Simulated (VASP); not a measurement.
Set up this calculation in VASP 6.6.1, as the native input.

| Item | Value |
| --- | --- |
| Task | single point |
| Functional | PBEsol |
| Potentials or basis | VASP PAW PBE potentials, release 64 (W_sv, C_h) |
| Cutoff | 910 eV |
| k mesh | 18 × 18 × 14 |
| Occupations | gaussian, width 0.1 eV |
| Spin | no spin polarisation |
| Dipole correction | no |
| Second run | hard_potentials |
| Further INCAR settings | ALGO = Normal; EDIFF = 1e-06; NBANDS = 16 |

The structure of WC lies in POSCAR:

```
WC
1.0
    2.8882688423      0.0000000000      0.0000000000
   -1.4441344211      2.5013141904      0.0000000000
    0.0000000000      0.0000000000      2.8202497924
W C
1 1
Direct
    0.0000000000      0.0000000000      0.0000000000
    0.6666666667      0.3333333333      0.5000000000
```

One way to write it, as run:

INCAR

```
  PREC = Accurate
  ENCUT = 910
  EDIFF = 1E-6
  ISMEAR = 0
  SIGMA = 0.1
  LREAL = F
  LASPH = T
  NELM = 120
  ALGO = Normal
  ISIF = 2
  LWAVE = F
  LCHARG = F
  GGA = PS
  NBANDS = 16
  GGA_COMPAT = F
```

KPOINTS

```
Automatic mesh
0
Gamma
  18 18 14
```

Potentials or basis: VASP PAW PBE potentials, release 64 (W_sv, C_h).

Launch:

```console
$ cat potpaw_PBE.64/W_sv/POTCAR potpaw_PBE.64/C_h/POTCAR > POTCAR
$ mpirun -np 1 vasp_std > vasp.out
```

It gave:

```json
{
 "Pressure": "5.2 GPa",
 "Band gap on the k mesh": "zero (band 9 reaches 12.17 eV, above the bottom of band 10 at 10.91 eV)"
}
```

Caveat: the cutoff is under 1.25 times the usual one of these potentials, so pressure, stress and relaxed cells hold a basis-set (Pulay) error; the PAW data sets were made with another functional, which shifts forces and pressure a little; spin-orbit coupling is left out, which moves the levels of the heavy elements.

Run time: 65 s on 1 thread of Intel(R) Xeon(R) 6975P-C (Granite Rapids), on a shared host, peak memory 0.34 GiB.
